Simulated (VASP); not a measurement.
Write the native input for VASP 6.6.1 that does the following.

```yaml
Task: single point
Functional: PBE
Potentials_or_basis: VASP PAW PBE potentials, release 64 (Rb_sv, Br)
Cutoff: 520 eV
k_mesh: 6 × 6 × 6
Occupations: gaussian, width 0.05 eV
Spin: no spin polarisation
Dipole_correction: no
Further_INCAR_settings: ALGO = Normal; EDIFF = 1e-06; NBANDS = 15
```

The structure of RbBr lies in POSCAR:

```
RbBr
1.0
    3.6044605253      0.0000000000      0.0000000000
    0.0000000000      3.6044605253      0.0000000000
    0.0000000000      0.0000000000      5.4066907879
Rb Br
1 1
Direct
    0.0000000000      0.0000000000      0.0000000000
    0.5000000000      0.5000000000      0.5000000000
```

This cell differs from its parent crystal: ratio of the length along z to the lengths across it x 1.5, volume and fractional coordinates fixed.

One way to write it, as run:

INCAR

```
ALGO = Normal
EDIFF = 1E-6
ENCUT = 520
GGA = PE
ISIF = 2
ISMEAR = 0
LASPH = True
LCHARG = True
LELF = True
LREAL = False
LVHAR = True
LWAVE = False
NBANDS = 15
NELM = 100
PREC = Accurate
SIGMA = 0.05
```

KPOINTS

```
k-points
0
Gamma
  6 6 6
```

Potentials or basis: VASP PAW PBE potentials, release 64 (Rb_sv, Br).

Command:

```sh
$ cat potpaw_PBE.64/Rb_sv/POTCAR potpaw_PBE.64/Br/POTCAR > POTCAR
$ mpirun -np 1 vasp_std > vasp.out
```

Results of the run:

The pressure is 1.0 GPa and the band gap on the k mesh is 1.34 eV, indirect (least direct gap 1.62 eV).

It took 18 s on 1 thread of Intel(R) Xeon(R) Platinum 8488C (Sapphire Rapids), with other jobs on the host, peak memory 0.2 GiB.
